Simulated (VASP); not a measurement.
# ZnSe2 (Pa-3) in VASP: single point with r2SCAN+rVV10

Aim: the single point of ZnSe2 with r2SCAN+rVV10.

All numbers are computed with VASP 6.6.1; they aren't measurements. Logs are shortened: lines on timing, memory, paths and dates and some standing lists are left out, and cuts for length are marked.

### 1 The cell of the first run

Symmetry: Pa-3, No. 205, cubic system. The conventional cell has a = 6.273 Å, b = 6.273 Å, c = 6.273 Å, α = 90.00°, β = 90.00°, γ = 90.00°. Within 3.5 Å of Zn (site symmetry -3) lie 6 Se at 2.64 Å. Se (site symmetry 3) has 1 Se at 2.36 Å and 3 Zn at 2.64 Å within 3.1 Å.

### 2 Single point, r2SCAN+rVV10

Contents of POSCAR:

```
ZnSe2
1.0
    6.2732567795      0.0000000000      0.0000000000
    0.0000000000      6.2732567795      0.0000000000
    0.0000000000      0.0000000000      6.2732567795
Zn Se
4 8
Direct
    0.5000000000      0.5000000000      0.0000000000
    0.5000000000      0.0000000000      0.5000000000
    0.0000000000      0.5000000000      0.5000000000
    0.0000000000      0.0000000000      0.0000000000
    0.1088147461      0.8911852539      0.3911852539
    0.8911852539      0.3911852539      0.1088147461
    0.3911852539      0.1088147461      0.8911852539
    0.6088147461      0.6088147461      0.6088147461
    0.8911852539      0.1088147461      0.6088147461
    0.1088147461      0.6088147461      0.8911852539
    0.6088147461      0.8911852539      0.1088147461
    0.3911852539      0.3911852539      0.3911852539
```

Contents of INCAR.step1:

```
SYSTEM = ZnSe2
PREC     = Accurate       ! precision mode
ENCUT    = 520            ! plane-wave cutoff, eV
ISMEAR   = -1             ! smearing method
SIGMA    = 0.03           ! smearing width, eV
LREAL    = .False.        ! projectors in reciprocal space
LASPH    = .True.         ! aspherical terms in the spheres
NELM     = 100            ! most SCF steps
NBANDS   = 60             ! bands
GGA      = PE             ! functional
ALGO     = Normal         ! electronic algorithm
EDIFF    = 1E-4           ! SCF threshold, eV
LWAVE    = .True.         ! write WAVECAR
LCHARG   = .False.        ! write CHGCAR
```

Contents of INCAR.step2:

```
SYSTEM = ZnSe2
PREC     = Accurate       ! precision mode
ENCUT    = 520            ! plane-wave cutoff, eV
EDIFF    = 1E-6           ! SCF threshold, eV
ISMEAR   = -1             ! smearing method
SIGMA    = 0.03           ! smearing width, eV
LREAL    = .False.        ! projectors in reciprocal space
LASPH    = .True.         ! aspherical terms in the spheres
NELM     = 100            ! most SCF steps
ALGO     = Normal         ! electronic algorithm
ISIF     = 2              ! what is computed and relaxed
LWAVE    = .False.        ! write WAVECAR
LCHARG   = .True.         ! write CHGCAR
METAGGA  = R2SCAN         ! meta-GGA
LMIXTAU  = .True.       
LUSE_VDW = .True.       
IVDW_NL  = 2            
BPARAM   = 11.95        
CPARAM   = 0.0093       
LELF     = .True.         ! ELF
LVHAR    = .True.       
NBANDS   = 60             ! bands
ISTART   = 1
```

Contents of KPOINTS:

```
Automatic mesh
0
Gamma
  6 6 6
  0 0 0
```

Potentials or basis: VASP PAW PBE potentials, release 64 (Zn, Se).

The run is started by

```console
cat potpaw_PBE.64/Zn/POTCAR potpaw_PBE.64/Se/POTCAR > POTCAR
cp INCAR.step1 INCAR
mpirun -np 1 vasp_std > vasp.out
cp INCAR.step2 INCAR
mpirun -np 1 vasp_std > vasp.out
```

OUTCAR:

```text
SYSTEM = ZnSe2
   PREC = Accurate
   ENCUT = 520
   EDIFF = 1E-6
   ISMEAR = -1
   LREAL = .False.
   LASPH = .True.
   NELM = 100
   ISIF = 2
   METAGGA = R2SCAN
   IVDW_NL = 2
   BPARAM = 11.95
   ISTART = 1

 ion  position               nearest neighbor table
   1  0.500  0.500  0.000-   6 2.64   7 2.64   8 2.64  10 2.64  11 2.64  12 2.64
   2  0.500  0.000  0.500-   5 2.64   7 2.64   8 2.64   9 2.64  11 2.64  12 2.64
   3  0.000  0.500  0.500-   5 2.64   6 2.64   8 2.64   9 2.64  10 2.64  12 2.64
   4  0.000  0.000  0.000-   5 2.64   6 2.64   7 2.64   9 2.64  10 2.64  11 2.64
   5  0.109  0.891  0.391-   9 2.36   3 2.64   4 2.64   2 2.64
   6  0.891  0.391  0.109-  10 2.36   3 2.64   4 2.64   1 2.64
   7  0.391  0.109  0.891-  11 2.36   2 2.64   4 2.64   1 2.64
   8  0.609  0.609  0.609-  12 2.36   2 2.64   3 2.64   1 2.64
   9  0.891  0.109  0.609-   5 2.36   3 2.64   4 2.64   2 2.64
  10  0.109  0.609  0.891-   6 2.36   3 2.64   4 2.64   1 2.64
  11  0.609  0.891  0.109-   7 2.36   2 2.64   4 2.64   1 2.64
  12  0.391  0.391  0.391-   8 2.36   2 2.64   3 2.64   1 2.64

  LATTYP: Found a simple cubic cell.
 ALAT       =     6.2732567795

  Lattice vectors:

 A1 = (   6.2732567795,   0.0000000000,   0.0000000000)
 A2 = (   0.0000000000,   6.2732567795,   0.0000000000)
 A3 = (   0.0000000000,   0.0000000000,   6.2732567795)

Analysis of symmetry for initial positions (statically):
=====================================================================
 Subroutine PRICEL returns:
 Original cell was already a primitive cell.

 Routine SETGRP: Setting up the symmetry group for a
 simple cubic supercell.

 Subroutine GETGRP returns: Found 24 space group operations
 (whereof  6 operations were pure point group operations)
 out of a pool of 48 trial point group operations.

The static configuration has the point symmetry S_6 .
 The point group associated with its full space group is T_h .

Analysis of symmetry for dynamics (positions and initial velocities):
=====================================================================
 Subroutine PRICEL returns:
 Original cell was already a primitive cell.

 Routine SETGRP: Setting up the symmetry group for a
 simple cubic supercell.

 Subroutine GETGRP returns: Found 24 space group operations
 (whereof  6 operations were pure point group operations)
 out of a pool of 48 trial point group operations.

The dynamic configuration has the point symmetry S_6 .
 The point group associated with its full space group is T_h .

 Subroutine INISYM returns: Found 24 space group operations
 (whereof  6 operations are pure point group operations),
 and found     1 'primitive' translations

----------------------------------------------------------------------------------------

                                     Primitive cell

  volume of cell :     246.8762

  direct lattice vectors                    reciprocal lattice vectors
     6.273256779  0.000000000  0.000000000     0.159406834  0.000000000  0.000000000
     0.000000000  6.273256779  0.000000000     0.000000000  0.159406834  0.000000000
     0.000000000  0.000000000  6.273256779     0.000000000  0.000000000  0.159406834

  length of vectors
     6.273256779  6.273256779  6.273256779     0.159406834  0.159406834  0.159406834

  position of ions in fractional coordinates (direct lattice)
     0.500000000  0.500000000  0.000000000
     0.500000000  0.000000000  0.500000000
     0.000000000  0.500000000  0.500000000
     0.000000000  0.000000000  0.000000000
     0.108814746  0.891185254  0.391185254
     0.891185254  0.391185254  0.108814746
     0.391185254  0.108814746  0.891185254
     0.608814746  0.608814746  0.608814746
     0.891185254  0.108814746  0.608814746
     0.108814746  0.608814746  0.891185254
     0.608814746  0.891185254  0.108814746
     0.391185254  0.391185254  0.391185254

  ion indices of the primitive-cell ions
   primitive index   ion index
                 1           1
                 2           2
                 3           3
                 4           4
                 5           5
                 6           6
                 7           7
                 8           8
                 9           9
                10          10
                11          11
                12          12

----------------------------------------------------------------------------------------

 KPOINTS: Automatic mesh

Automatic generation of k-mesh.
 Grid dimensions read from file:
 generate k-points for:    6    6    6

 Generating k-lattice:

  Cartesian coordinates                     Fractional coordinates (reciprocal lattice)
     0.026567806  0.000000000  0.000000000     0.166666667  0.000000000  0.000000000
     0.000000000  0.026567806  0.000000000     0.000000000  0.166666667  0.000000000
     0.000000000  0.000000000  0.026567806     0.000000000  0.000000000  0.166666667

  Length of vectors
     0.026567806  0.026567806  0.026567806

  Shift w.r.t. Gamma in fractional coordinates (k-lattice)
     0.000000000  0.000000000  0.000000000

 Subroutine IBZKPT returns following result:
 ===========================================

 Found     24 irreducible k-points:

 Following reciprocal coordinates:
            Coordinates               Weight
  0.000000  0.000000  0.000000      1.000000
  0.166667  0.000000  0.000000      6.000000
  0.333333  0.000000  0.000000      6.000000
  0.500000  0.000000  0.000000      3.000000
  0.166667  0.166667  0.000000     12.000000
  0.333333  0.166667  0.000000     12.000000
[... 16 lines left out ...]
  0.500000  0.500000  0.333333      6.000000
  0.500000  0.500000  0.500000      1.000000
   k-points           NKPTS =     24   k-points in BZ     NKDIM =     24   number of bands    NBANDS=     60
   number of dos      NEDOS =    301   number of ions     NIONS =     12
   total plane-waves  NPLWV = 110592
   dimension x,y,z NGX =    48 NGY =   48 NGZ =   48
   dimension x,y,z NGXF=    96 NGYF=   96 NGZF=   96
   ions per type =               4   8
   NGX,Y,Z   is equivalent  to a cutoff of  12.72, 12.72, 12.72 a.u.
   NGXF,Y,Z  is equivalent  to a cutoff of  25.44, 25.44, 25.44 a.u.
 SYSTEM =  ZnSe2
   PREC   = accura    normal or accurate (medium, high low for compatibility)
   ISTART =      1    job   : 0-new  1-cont  2-samecut
   ICHARG =      0    charge: 1-file 2-atom 10-const
   ISPIN  =      1    spin polarized calculation?
   LNONCOLLINEAR =      F non collinear calculations
   LSORBIT =      F    spin-orbit coupling
   LASPH  =      T    aspherical Exc in radial PAW
   ENCUT  =  520.0 eV  38.22 Ry    6.18 a.u.  11.66 11.66 11.66*2*pi/ulx,y,z
   NELM   =    100;   NELMIN=  2; NELMDL=  0     # of ELM steps
   EDIFF  = 0.1E-05   stopping-criterion for ELM
   LREAL  =      F    real-space projection
   EDIFFG = 0.1E-04   stopping-criterion for IOM
   NSW    =      0    number of steps for IOM
   IBRION =     -1    ionic relax: 0-MD 1-quasi-New 2-CG
   NFREE  =      0    steps in history (QN), initial steepest desc. (CG)
   ISIF   =      2    stress and relaxation
   ISYM   =      2    0-nonsym 1-usesym 2-fastsym
   POTIM  = 0.5000    time-step for ionic-motion
   TEBEG  =    0.0;   TEEND  =   0.0 temperature during run
   PSTRESS=    0.0 pullay stress
   NELECT =      96.0000    total number of electrons
   NUPDOWN=      -1.0000    fix difference up-down
   EMIN   =  10.00;   EMAX   =-10.00  energy-range for DOS
   EFERMI =   0.00;   METHOD = LEGACY
   ISMEAR =    -1;   SIGMA  =   0.03  broadening in eV -4-tet -1-fermi 0-gaus
   EFERMI_NEDOS =   21; number of points for ismear=-14 and -15
   IALGO  =     38    algorithm
   IMIX   =      4    mixing-type and parameters
     AMIX     =   0.40;   BMIX     =  1.00
     AMIX_MAG =   1.60;   BMIX_MAG =  1.00
  volume/ion in A,a.u.               =      20.57       138.83
  Fermi-wavevector in a.u.,A,eV,Ry     =   1.194920  2.258071 19.426860  1.427834
  Thomas-Fermi vector in A             =   2.330898
   LORBIT       =      0    0 simple, 1 ext, 2 COOP (PROOUT), +10 PAW based schemes
   METAGGA = R2SCAN    functional components
   LHFCALC =     F    Hartree Fock is set to
   AEXX    =    0.0000 exact exchange contribution
   IVDW_NL    =     2    kernel type
   BPARAM     =11.9500
   IVDW    =     0    specifies the selected vdW correction
   LEPSILON=     F    determine dielectric tensor
   LRPA    =     F    only Hartree local field effects (RPA)
 non-spin polarized calculation
  energy-cutoff  :      520.00
  volume of cell :      246.88
 maximum number of plane-waves:      6704
 NGX is ok and might be reduce to    48
   NGX = 23   NGY = 23   NGZ = 23

 number of electron      95.9999921 magnetization

 Free energy of the ion-electron system (eV)
  ---------------------------------------------------
  ext. energy  EPLUGINS =         0.00000000
  ---------------------------------------------------
  free energy    TOTEN  =      -152.83938317 eV

  energy without entropy =     -152.83938317  energy(sigma->0) =     -152.83938317

 E-fermi :   4.2842     XC(G=0): -10.6912

 val. band max:        3.7114426025   @ k =   0.0000   0.0000   0.0000
 cond. band min:       4.8660468247   @ k =   0.1667   0.1667   0.1667
 fundamental gap:      1.1546042222
 Fermi energy:         4.2842219035

 k-point     1 :       0.0000    0.0000    0.0000
  band No.  band energies     occupation
      1     -12.3976      2.00000
      2     -11.2631      2.00000
      3     -11.2631      2.00000
      4     -11.2631      2.00000
      5      -8.8591      2.00000
      6      -8.8591      2.00000
[... 52 lines left out ...]
     59       8.9208      0.00000
     60      10.3652      0.00000

 k-point     2 :       0.1667    0.0000    0.0000
  band No.  band energies     occupation
      1     -12.3355      2.00000
      2     -11.3586      2.00000
      3     -11.2542      2.00000
      4     -11.2537      2.00000
      5      -8.8513      2.00000
      6      -8.8494      2.00000
[... 1383 lines left out ...]
      4     -11.4843      2.00000
      5      -8.9859      2.00000
      6      -8.9859      2.00000
[... 52 lines left out ...]
     59       8.7671      0.00000
     60       8.7671      0.00000

------------------------ aborting loop because EDIFF is reached ----------------------------------------

  FORCE on cell =-STRESS in cart. coord.  units (eV):
  Direction    XX          YY          ZZ          XY          YZ          ZX
  --------------------------------------------------------------------------------------
  -------------------------------------------------------------------------------------
  Total        0.3851215      0.3851215      0.3851215     -0.0000000     -0.0000000      0.0000000
  in kB        2.4993622      2.4993622      2.4993622     -0.0000000     -0.0000000      0.0000000
  external PRESSURE =       2.4993622 kB  Pullay stress =       0.0000000 kB

 VOLUME and BASIS-vectors are now :
 -----------------------------------------------------------------------------
  energy-cutoff  :      520.00
  volume of cell :      246.88
      direct lattice vectors                 reciprocal lattice vectors
     6.273256779  0.000000000  0.000000000     0.159406834  0.000000000  0.000000000
     0.000000000  6.273256779  0.000000000     0.000000000  0.159406834  0.000000000
     0.000000000  0.000000000  6.273256779     0.000000000  0.000000000  0.159406834

 POSITION                                       TOTAL-FORCE (eV/Angst)
 -----------------------------------------------------------------------------------
      3.13663      3.13663      0.00000         0.000000      0.000000     -0.000000
      3.13663      0.00000      3.13663         0.000000      0.000000     -0.000000
      0.00000      3.13663      3.13663         0.000000      0.000000     -0.000000
      0.00000      0.00000      0.00000         0.000000      0.000000     -0.000000
      0.68262      5.59063      2.45401         0.005019     -0.005019     -0.005019
      5.59063      2.45401      0.68262        -0.005019     -0.005019      0.005019
      2.45401      0.68262      5.59063        -0.005019      0.005019     -0.005019
      3.81925      3.81925      3.81925         0.005019      0.005019      0.005019
      5.59063      0.68262      3.81925        -0.005019      0.005019      0.005019
      0.68262      3.81925      5.59063         0.005019      0.005019     -0.005019
      3.81925      5.59063      0.68262         0.005019     -0.005019      0.005019
      2.45401      2.45401      2.45401        -0.005019     -0.005019     -0.005019
 -----------------------------------------------------------------------------------
    total drift:                                0.000000      0.000000     -0.000000

  FREE ENERGIE OF THE ION-ELECTRON SYSTEM (eV)
  ---------------------------------------------------
  free  energy   TOTEN  =      -152.8393831686 eV

  energy  without entropy=     -152.8393831682  energy(sigma->0) =     -152.83938317
```

Wall time 10 min (1 thread of Intel Xeon 6975P-C (Granite Rapids), shared host); peak memory 0.91 GiB.

What came out:

```yaml
Free_energy: -152.8394 eV
Pressure: 0.2 GPa
Largest_force: 0.009 eV/Å
Band_gap_on_the_k_mesh: 1.15 eV (least direct gap 1.26 eV)
```

Forces in eV/Å, atoms in the order of the input:
```
Zn   0.000  0.000  0.000
Zn   0.000  0.000  0.000
Zn   0.000  0.000  0.000
Zn   0.000  0.000  0.000
Se   0.005 -0.005 -0.005
Se  -0.005 -0.005  0.005
Se  -0.005  0.005 -0.005
Se   0.005  0.005  0.005
Se  -0.005  0.005  0.005
Se   0.005  0.005 -0.005
Se   0.005 -0.005  0.005
Se  -0.005 -0.005 -0.005
```

Levels at points of the mesh, in eV from the valence-band top:
| k point | band 45 | band 46 | band 47 | band 48 | band 49 | band 50 | band 51 | band 52 |
| --- | --- | --- | --- | --- | --- | --- | --- | --- |
| (0.00, 0.00, 0.00) | -0.77 | -0.77 | 0.00 | 0.00 | 1.26 | 2.01 | 2.53 | 2.53 |
| (0.50, 0.00, 0.00) | -1.53 | -1.53 | -0.16 | -0.16 | 1.63 | 1.63 | 1.63 | 1.63 |
| (0.50, 0.50, 0.00) | -1.54 | -1.54 | -1.54 | -1.54 | 1.57 | 1.57 | 1.57 | 1.57 |
| (0.50, 0.50, 0.50) | -2.02 | -2.02 | -2.02 | -2.02 | 1.61 | 1.61 | 1.61 | 1.61 |

Caveat: the PAW data sets were made with another functional, which shifts forces and pressure a little. A k mesh can miss the band edges.
